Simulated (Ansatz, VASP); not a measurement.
# SnO2 in VASP and in Ansatz

```xyz
3
Lattice="1.6171 0.9336 4.8006 -1.6171 0.9336 4.8006 0.0000 -1.8673 4.8006" Properties=species:S:1:pos:R:3 pbc="T T T"
Sn    0.0000    0.0000    7.2009
O     0.0000    0.0000   10.9861
O     0.0000    0.0000    3.4157
```

Alike in both runs: task relaxation of cell and atoms; functional revPBE; dispersion D4; k mesh 10 × 10 × 10; occupations fermi-dirac, width 0.05 eV; no spin polarisation.

```csv
,VASP,Ansatz
version,VASP 6.6.1,Ansatz 0.2.0
potentials or method,"VASP PAW PBE potentials, release 64 (Sn_d, O)",Ansatz PAW
plane-wave cutoff (eV),600,420
valence electrons in the cell,26,26
```

Ansatz gave:

| Property | Result |
| --- | --- |
| gap on the k mesh at the Fermi level, each at its own relaxed structure (eV) | 1.50 |
| relaxed volume (Å³/atom) | 12.60 |
| relaxed cell length with the largest relative difference (Å) | 4.556 |

Task: What did VASP give for the same quantities?

Result: gap on the k mesh at the Fermi level, each at its own relaxed structure (eV): 1.41; relaxed volume (Å³/atom): 12.56; relaxed cell length with the largest relative difference (Å): 4.533.

VASP's potentials were made for PBE, not for revPBE.

Noted on Ansatz's run: the plane-wave basis is chosen anew once the cell has moved, so the energies of steps on either side of that aren't comparable.
